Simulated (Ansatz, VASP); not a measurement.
## One calculation of K3Ba, two programs

File INCAR:

```
SYSTEM = K3Ba
  PREC = Accurate
  ENCUT = 500
  EDIFF = 1E-6
  ISMEAR = 0
  SIGMA = 0.1
  LREAL = .False.
  LASPH = .True.
  NELM = 120
  ALGO = Normal
  ISIF = 2
  LWAVE = .False.
  LCHARG = .False.
  GGA = CA
  NBANDS = 26
  GGA_COMPAT = .False.
```

The input KPOINTS:

```
Automatic mesh
0
Gamma
  4 4 4
  0 0 0
```

Contents of POSCAR:

```
K3Ba
1.0
    6.5628970000      0.0000000000      0.0000000000
    0.0000000000      6.5628970000      0.0000000000
    0.0000000000      0.0000000000      6.5628970000
K Ba
3 1
Direct
    0.0000000000      0.5000000000      0.5000000000
    0.5000000000      0.0000000000      0.5000000000
    0.5000000000      0.5000000000      0.0000000000
    0.0000000000      0.0038092934      0.0000000000
```

Input for Ansatz:

```yaml
crystal:
  lattice:
    - [6.562897, 0.0, 0.0]
    - [0.0, 6.562897, 0.0]
    - [0.0, 0.0, 6.562897]
  atoms:
    - { symbol: K, position: [0.0, 0.5, 0.5] }
    - { symbol: K, position: [0.5, 0.0, 0.5] }
    - { symbol: K, position: [0.5, 0.5, 0.0] }
    - { symbol: Ba, position: [0.0, 0.0038092933654146955, 0.0] }
basis:
  ecutwfc: 450.0
kpoints:
  mp_grid:
    grid: [4, 4, 4]
hamiltonian:
  xc: lda
  pseudopotentials:
    kind: paw
scf:
  occupations:
    method: gaussian
    width: 0.1
output:
  forces: true
```

Alike in both runs: task single point; functional LDA; k mesh 4 × 4 × 4; occupations gaussian, width 0.1 eV; no spin polarisation.

```csv
,VASP,Ansatz
version,VASP 6.6.1,Ansatz 0.2.0
potentials or method,"VASP PAW LDA potentials, release 64 (K_sv, Ba_sv), cutoff 500 eV","plane waves, PAW"
valence electrons in the cell,37,37
```

|  | VASP | Ansatz | Ansatz less VASP |
| --- | --- | --- | --- |
| rms of the force components (eV/Å) | 0.007 | 0.007 | 0.0000 |

LDA's correlation is that of Perdew and Zunger in VASP and of Perdew and Wang (1992) in Ansatz. Atom by atom the forces differ by 0.000 eV/Å (rms over components).

Spin-orbit coupling is off throughout.
